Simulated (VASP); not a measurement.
# H21C10N3O2 in VASP: a series of runs

H21C10N3O2 is run at these levels: r2SCAN+D3(BJ); tasks: single point.

Everything below comes from runs of VASP 6.6.1. Logs are shortened: lines on timing, memory, paths and dates and some standing lists are left out, and cuts for length are marked.

### 1 The cell of the first run

The cell holds an amorphous packing of atoms, 36 atoms: a = 7.140 Å, b = 7.140 Å, c = 7.140 Å, α = 90.00°, β = 90.00°, γ = 90.00°.

### 2 Single point, r2SCAN+D3(BJ)

POSCAR

```
H21C10N3O2
1.0
    7.1400370000      0.0000000000      0.0000000000
    0.0000000000      7.1400370000      0.0000000000
    0.0000000000      0.0000000000      7.1400370000
C O H N
10 2 21 3
Direct
    0.8373486020      0.3750680844      0.9010457509
    0.8667041921      0.2168616213      0.7689455951
    0.1979401507      0.0762320980      0.2355870145
    0.3280375158      0.1894107832      0.1074084070
    0.5109637387      0.5432604901      0.5359636092
    0.4261602566      0.7265228457      0.5715656656
   -0.0171007517      0.5488206854      0.3419169957
   -0.0585431140      0.7024753513      0.4680928124
    0.3763705986      0.6868871968      1.0308770109
    0.5567338096      0.7789175322      1.0758907832
    1.0487620722      0.1685845606      0.7362846999
    0.4952075178      0.2450827636      0.2080941597
    1.0272495787      0.0435852083      0.6769712818
    0.7891975910      0.0857278471      0.8119845878
    0.7923208241      0.2655868590      0.6471114926
    0.6883017553      0.4191714973      0.8904015483
    0.8714100501      0.3365388723      1.0438881479
    0.9294629706      0.4920982902      0.8584549352
    0.5708513835      0.1336407640      0.2229820378
    0.3464267762      0.1300833595     -0.0281511146
    0.2581079062      0.3224212984      0.0858538968
    0.0697055211      0.0789911873      0.1721839817
    0.2611331006     -0.0588372301      0.2790321675
    0.1798169953      0.1474362108      0.3626031630
    0.5724200029      0.5349972276      0.3950259642
    0.6403328162      0.5112438493      0.6296886137
    0.3920567919      0.4487091594      0.5646049173
   -0.0479829446      0.5988624429      0.2082342150
    0.1315119235      0.5102354512      0.3674350707
   -0.1027445656      0.4160482642      0.3737655701
    0.4320145680      0.5606133414      0.9466057389
    0.3143961299      0.6347446099      1.1537615281
    0.2540322970      0.7636795159      0.9529362383
    0.3584855373      0.8699394695      0.6122937458
   -0.0831228186      0.8256960013      0.5689746426
    0.6916070603      0.8636089701      1.1064928655
```

INCAR.step1

```
  PREC = Accurate
  ENCUT = 520
  ISMEAR = -1
  SIGMA = 0.02
  LREAL = Auto
  LASPH = T
  NELM = 60
  NBANDS = 68
  GGA = PE
  ALGO = Normal
  EDIFF = 1E-4
  LWAVE = T
  LCHARG = F
```

INCAR.step2

```
  PREC = Accurate
  ENCUT = 520
  EDIFF = 1E-6
  ISMEAR = -1
  SIGMA = 0.02
  LREAL = Auto
  LASPH = T
  NELM = 60
  ALGO = Normal
  ISIF = 2
  LWAVE = F
  LCHARG = F
  METAGGA = R2SCAN
  LMIXTAU = T
  IVDW = 12
  VDW_S6 = 1.0
  VDW_S8 = 0.78981345
  VDW_A1 = 0.49484001
  VDW_A2 = 5.73083694
  NBANDS = 68
  ISTART = 1
```

KPOINTS

```
regular mesh
0
Gamma
  1 1 1
```

Potentials or basis: VASP PAW PBE potentials, release 64 (C, O, H, N).

Launch:

```
> cat potpaw_PBE.64/C/POTCAR potpaw_PBE.64/O/POTCAR potpaw_PBE.64/H/POTCAR potpaw_PBE.64/N/POTCAR > POTCAR
> cp INCAR.step1 INCAR
> mpirun -np 1 vasp_gam > vasp.out
> cp INCAR.step2 INCAR
> mpirun -np 1 vasp_gam > vasp.out
```

OUTCAR:

```text
PREC = Accurate
   ENCUT = 520
   EDIFF = 1E-6
   ISMEAR = -1
   LREAL = Auto
   LASPH = T
   NELM = 60
   ISIF = 2
   METAGGA = R2SCAN
   IVDW = 12
   ISTART = 1
 IVDW          = 12

 ion  position               nearest neighbor table
   1  0.837  0.375  0.901-  17 1.08  18 1.11  16 1.11   2 1.49
   2  0.867  0.217  0.769-  15 1.08  14 1.13  11 1.36   1 1.49
   3  0.198  0.076  0.236-  22 1.02  24 1.05  23 1.11   4 1.53
   4  0.328  0.189  0.107-  20 1.06  21 1.08  12 1.45   3 1.53
   5  0.511  0.543  0.536-  25 1.10  27 1.10  26 1.16   6 1.46
   6  0.426  0.727  0.572-  34 1.17   5 1.46
   7  0.983  0.549  0.342-  28 1.04  29 1.11  30 1.15   8 1.45
   8  0.941  0.702  0.468-  35 1.15   7 1.45
   9  0.376  0.687  0.031-  32 1.05  31 1.15  33 1.17  10 1.48
  10  0.557  0.779  0.076-  36 1.16   9 1.48
  11  0.049  0.169  0.736-  13 1.00   2 1.36
  12  0.495  0.245  0.208-  19 0.97   4 1.45
  13  0.027  0.044  0.677-  11 1.00
  14  0.789  0.086  0.812-   2 1.13
  15  0.792  0.266  0.647-   2 1.08
  16  0.688  0.419  0.890-   1 1.11
  17  0.871  0.337  0.044-   1 1.08
[... 17 lines left out ...]
  35  0.917  0.826  0.569-   8 1.15
  36  0.692  0.864  0.106-  10 1.16

  LATTYP: Found a simple cubic cell.
 ALAT       =     7.1400370000

  Lattice vectors:

 A1 = (   7.1400370000,   0.0000000000,   0.0000000000)
 A2 = (   0.0000000000,   7.1400370000,   0.0000000000)
 A3 = (   0.0000000000,   0.0000000000,   7.1400370000)

Analysis of symmetry for initial positions (statically):
=====================================================================
 Subroutine PRICEL returns:
 Original cell was already a primitive cell.

 Routine SETGRP: Setting up the symmetry group for a
 simple cubic supercell.

 Subroutine GETGRP returns: Found  1 space group operations
 (whereof  1 operations were pure point group operations)
 out of a pool of 48 trial point group operations.

The static configuration has the point symmetry C_1 .

Analysis of symmetry for dynamics (positions and initial velocities):
=====================================================================
 Subroutine PRICEL returns:
 Original cell was already a primitive cell.

 Routine SETGRP: Setting up the symmetry group for a
 simple cubic supercell.

[... 148 lines left out ...]
   EDIFF  = 0.1E-05   stopping-criterion for ELM
   LREAL  =      T    real-space projection
   EDIFFG = 0.1E-04   stopping-criterion for IOM
   NSW    =      0    number of steps for IOM
   IBRION =     -1    ionic relax: 0-MD 1-quasi-New 2-CG
   NFREE  =      0    steps in history (QN), initial steepest desc. (CG)
   ISIF   =      2    stress and relaxation
   ISYM   =      2    0-nonsym 1-usesym 2-fastsym
   POTIM  = 0.5000    time-step for ionic-motion
   TEBEG  =    0.0;   TEEND  =   0.0 temperature during run
   PSTRESS=    0.0 pullay stress
   NELECT =      88.0000    total number of electrons
   NUPDOWN=      -1.0000    fix difference up-down
   EMIN   =  10.00;   EMAX   =-10.00  energy-range for DOS
   EFERMI =   0.00;   METHOD = LEGACY
   ISMEAR =    -1;   SIGMA  =   0.02  broadening in eV -4-tet -1-fermi 0-gaus
   EFERMI_NEDOS =   21; number of points for ismear=-14 and -15
   IALGO  =     38    algorithm
   IMIX   =      4    mixing-type and parameters
     AMIX     =   0.40;   BMIX     =  1.00
     AMIX_MAG =   1.60;   BMIX_MAG =  1.00
  volume/ion in A,a.u.               =      10.11        68.23
  Fermi-wavevector in a.u.,A,eV,Ry     =   1.019848  1.927232 14.151270  1.040089
  Thomas-Fermi vector in A             =   2.153384
   LORBIT       =      0    0 simple, 1 ext, 2 COOP (PROOUT), +10 PAW based schemes
   METAGGA = R2SCAN    functional components
   LHFCALC =     F    Hartree Fock is set to
   AEXX    =    0.0000 exact exchange contribution
   IVDW    =    12    specifies the selected vdW correction
   LEPSILON=     F    determine dielectric tensor
   LRPA    =     F    only Hartree local field effects (RPA)
 non-spin polarized calculation
  energy-cutoff  :      520.00
  volume of cell :      364.00
 maximum number of plane-waves:      4898
 NGX is ok and might be reduce to    54
   NGX = 27   NGY = 27   NGZ = 27

 number of electron      88.0000010 magnetization

 Free energy of the ion-electron system (eV)
  ---------------------------------------------------
  ext. energy  EPLUGINS =         0.00000000
  ---------------------------------------------------
  free energy    TOTEN  =      -215.71402570 eV

  energy without entropy =     -215.71402570  energy(sigma->0) =     -215.71402570

 E-fermi :  -1.5847     XC(G=0):  -7.6430

 val. band max:       -2.1260352102   @ k =   0.0000   0.0000   0.0000
 cond. band min:       2.7074274434   @ k =   0.0000   0.0000   0.0000
 fundamental gap:      4.8334626536
 Fermi energy:        -1.5846803134

 k-point     1 :       0.0000    0.0000    0.0000
  band No.  band energies     occupation
      1     -23.0121      2.00000
      2     -22.6182      2.00000
      3     -20.5334      2.00000
      4     -20.4841      2.00000
      5     -20.0043      2.00000
      6     -16.7763      2.00000
[... 48 lines left out ...]
     55       5.5536      0.00000
     56       5.6759      0.00000
 [bands above 56 left out]

------------------------ aborting loop because EDIFF is reached ----------------------------------------

 Edisp (eV)   -0.90890

 E8    (eV) :    -0.1521

  FORCE on cell =-STRESS in cart. coord.  units (eV):
  Direction    XX          YY          ZZ          XY          YZ          ZX
  --------------------------------------------------------------------------------------
  -------------------------------------------------------------------------------------
  Total      -4.06184    -3.70585     6.55406     0.72186     2.19870    -1.58233
  in kB     -17.87855   -16.31161    28.84826     3.17731     9.67776    -6.96478
  external pressure =       -1.78 kB  Pullay stress =        0.00 kB

 VOLUME and BASIS-vectors are now :
 -----------------------------------------------------------------------------
  energy-cutoff  :      520.00
  volume of cell :      364.00
      direct lattice vectors                 reciprocal lattice vectors
     7.140037000  0.000000000  0.000000000     0.140055297  0.000000000  0.000000000
     0.000000000  7.140037000  0.000000000     0.000000000  0.140055297  0.000000000
     0.000000000  0.000000000  7.140037000     0.000000000  0.000000000  0.140055297

 POSITION                                       TOTAL-FORCE (eV/Angst)
 -----------------------------------------------------------------------------------
      5.97870      2.67800      6.43350         0.179713      0.618568      0.383486
      6.18830      1.54840      5.49030        -2.607046     -0.918034      0.717313
      1.41330      0.54430      1.68210         3.114077     -0.303212     -0.197812
      2.34220      1.35240      0.76690        -0.571077      0.935473      2.218740
      3.64830      3.87890      3.82680         0.807321      0.386935      0.923954
      3.04280      5.18740      4.08100         0.595044      0.865480      0.530008
[... 28 lines left out ...]
      6.54654      5.89550      4.06250        -0.165557      0.563951      0.436915
      4.93810      6.16620      0.76036         0.381136     -0.135289      0.182395
 -----------------------------------------------------------------------------------
    total drift:                                0.005108      0.010816     -0.032069

  FREE ENERGIE OF THE ION-ELECTRON SYSTEM (eV)
  ---------------------------------------------------
  free  energy   TOTEN  =      -216.6229220107 eV

  energy  without entropy=     -216.6229220107  energy(sigma->0) =     -216.62292201
```

It took 4.2 min on 1 thread of Intel Xeon Platinum 8259CL at 2.50GHz (Skylake/Cascade Lake), shared host; peak memory 0.45 GiB.

Results:

| Quantity | Value |
| --- | --- |
| Free energy | -216.6229 eV |
| Pressure | -0.2 GPa |
| Largest force | 3.135 eV/Å |
| Band gap on the k mesh | 4.83 eV |
| Dispersion energy per atom | -0.025 eV |

Forces on the atoms (eV/Å):
```
C    0.180  0.619  0.383
C   -2.607 -0.918  0.717
C    3.114 -0.303 -0.198
C   -0.571  0.935  2.219
C    0.807  0.387  0.924
C    0.595  0.865  0.530
C    0.001 -1.521  2.527
C    0.051 -0.864 -0.225
C    0.882 -0.535 -2.272
C   -2.051  0.636 -0.512
O    1.156 -1.223 -0.841
O    0.086 -0.353 -0.677
H    1.060  0.733  0.250
H    0.114  0.989  0.079
H   -0.168 -0.123 -1.377
H    0.724 -0.141  0.386
H   -0.121  0.023  0.264
H   -0.297 -0.058  0.127
H    0.120 -0.019 -0.002
H    0.631 -0.615 -0.773
H   -0.228  0.195 -0.314
H   -2.588 -1.015 -1.275
H   -0.688  0.307 -0.576
H    0.033  0.960  1.476
H   -0.747 -0.211  0.025
H   -1.875  0.614 -0.687
H    0.815 -0.544 -0.380
H   -0.081  0.248 -1.883
H   -0.537  0.102 -0.503
H    0.736  1.501 -0.257
H   -1.235  1.061  0.667
H   -0.268 -0.623  1.221
H    2.316 -0.461  0.708
N    0.427 -1.081 -0.374
N   -0.166  0.564  0.437
N    0.381 -0.135  0.182
```

Stress tensor (GPa, compression positive):
```
-1.79  0.32 -0.70
 0.32 -1.63  0.97
-0.70  0.97  2.88
```

Caveat: the k points lie up to 0.88 Å⁻¹ apart; the PAW data sets were made with another functional, which shifts forces and pressure a little.

### 3 Single point, r2SCAN+D3(BJ)

POSCAR

```
H21C10N3O2
1.0
    7.1400370000      0.0000000000      0.0000000000
    0.0000000000      7.1400370000      0.0000000000
    0.0000000000      0.0000000000      7.1400370000
C O H N
10 2 21 3
Direct
    0.8376847347      0.3721129176      0.9072081839
    0.8664660981      0.2168896324      0.7773629184
    0.1935844310      0.0752377054      0.2374217389
    0.3260207195      0.1893127445      0.1091170816
    0.5126163912      0.5405154063      0.5440167887
    0.4283451192      0.7248561877      0.5686805264
   -0.0201819682      0.5497030338      0.3472110859
   -0.0644954641      0.7014249366      0.4712860732
    0.3841296621      0.6851505111      1.0417593074
    0.5576441691      0.7829651303      1.0861428309
    1.0472494750      0.1653492832      0.7284696144
    0.4919722405      0.2483460520      0.2060213413
    1.0467452760      0.0438373078      0.6639601447
    0.7929510729      0.1028285988      0.8386791273
    0.7878250491      0.2547185680      0.6415092807
    0.6936098510      0.4155300596      0.8981606118
    0.8623764835      0.3361187064      1.0526556095
    0.9077403941      0.4917901686      0.8475866442
    0.5501932273      0.1377723953      0.2463992834
    0.3772529470      0.1320581392     -0.0316244860
    0.2496905828      0.3141300248      0.0711620962
    0.0517644376      0.0649436410      0.1695509421
    0.2215674793     -0.0760920427      0.2588501992
    0.2163154056      0.1602792815      0.3695779168
    0.5669718518      0.5140169442      0.4065805261
    0.5967336024      0.5029665813      0.6637220507
    0.3989475125      0.4329249274      0.5389327814
   -0.0536271731      0.5830361944      0.2034583294
    0.1285707623      0.5331344922      0.3571129954
   -0.1004196477      0.4296056169      0.3895077855
    0.4056701667      0.5635965192      0.9543788078
    0.3335697000      0.6085822805      1.1685093509
    0.3081636692      0.7728951545      0.9535104650
    0.3571970285      0.8629367047      0.5997167802
   -0.0784169606      0.8315923293      0.5663696141
    0.7005145772      0.8579087195      1.1084536397
```

INCAR.step1

```
SYSTEM = H21C10N3O2
PREC = Accurate
ENCUT = 520
ISMEAR = -1
SIGMA = 0.02
LREAL = Auto
LASPH = .True.
NELM = 60
NBANDS = 68
GGA = PE
ALGO = Normal
EDIFF = 1E-4
LWAVE = .True.
LCHARG = .False.
```

INCAR.step2

```
SYSTEM = H21C10N3O2
PREC = Accurate
ENCUT = 520
EDIFF = 1E-6
ISMEAR = -1
SIGMA = 0.02
LREAL = Auto
LASPH = .True.
NELM = 60
ALGO = Normal
ISIF = 2
LWAVE = .False.
LCHARG = .False.
METAGGA = R2SCAN
LMIXTAU = .True.
IVDW = 12
VDW_S6 = 1.0
VDW_S8 = 0.78981345
VDW_A1 = 0.49484001
VDW_A2 = 5.73083694
NBANDS = 68
ISTART = 1
```

KPOINTS

```
Automatic mesh
0
Gamma
  1 1 1
  0 0 0
```

Potentials or basis: VASP PAW PBE potentials, release 64 (C, O, H, N).

Launch:

```
> cat potpaw_PBE.64/C/POTCAR potpaw_PBE.64/O/POTCAR potpaw_PBE.64/H/POTCAR potpaw_PBE.64/N/POTCAR > POTCAR
> cp INCAR.step1 INCAR
> mpirun -np 1 vasp_gam > vasp.out
> cp INCAR.step2 INCAR
> mpirun -np 1 vasp_gam > vasp.out
```

Run time: 3.8 min. Hardware: 1 thread of Intel Xeon Platinum 8259CL at 2.50GHz (Skylake/Cascade Lake), shared host; peak memory 0.44 GiB.

The run converged. Its results:

```
Free energy                : -216.5233 eV
Pressure                   : 1.4 GPa
Largest force              : 4.195 eV/Å
Band gap on the k mesh     : 4.87 eV
Dispersion energy per atom : -0.025 eV
```

Forces on the atoms (eV/Å):
```
C    0.388  1.129  0.002
C   -1.848 -0.986 -2.534
C    0.229  0.273 -0.678
C    0.528 -0.997 -1.378
C   -2.078 -0.419  0.071
C    1.889 -3.694 -0.615
C   -0.459  0.515  0.218
C    0.203  0.598 -0.242
C    1.720 -1.696  1.557
C    0.380 -0.515 -0.477
O    1.481  0.408  0.346
O   -0.887  1.453 -0.170
H   -0.330  0.440  0.350
H   -0.569 -1.280  0.073
H    0.353 -0.387  0.924
H   -0.687 -0.241  0.216
H    0.454  0.227  0.072
H    0.847  0.770  0.631
H    0.972 -1.310  0.502
H   -0.901 -0.128  1.189
H   -0.140  0.425 -0.028
H    0.586  0.767  0.855
H    0.655  0.836  0.169
H   -1.207 -1.175 -0.603
H    0.981  0.320 -0.372
H    0.637  0.077 -0.151
H    0.156  0.504  0.469
H   -0.237  0.275 -0.276
H    0.602 -0.657  0.129
H    0.144 -0.757  0.062
H    0.861 -0.341 -0.495
H   -0.473  1.319 -0.633
H   -1.943  1.221 -0.281
N   -1.487  3.195  0.712
N   -0.335 -0.128  0.170
N   -0.484 -0.042  0.213
```

Stress tensor (GPa, compression positive):
```
 2.13 -2.06 -0.01
-2.06  2.56  0.66
-0.01  0.66 -0.52
```

Levels at points of the mesh, in eV from the valence-band top:
```
           k point  band 42  band 43  band 44  band 45  band 46  band 47
(0.00, 0.00, 0.00)    -1.44    -0.73     0.00     4.87     5.08     5.33
```

Caveat: the k points lie up to 0.88 Å⁻¹ apart; the PAW data sets were made with another functional, which shifts forces and pressure a little.

[end of part 1 of 2]
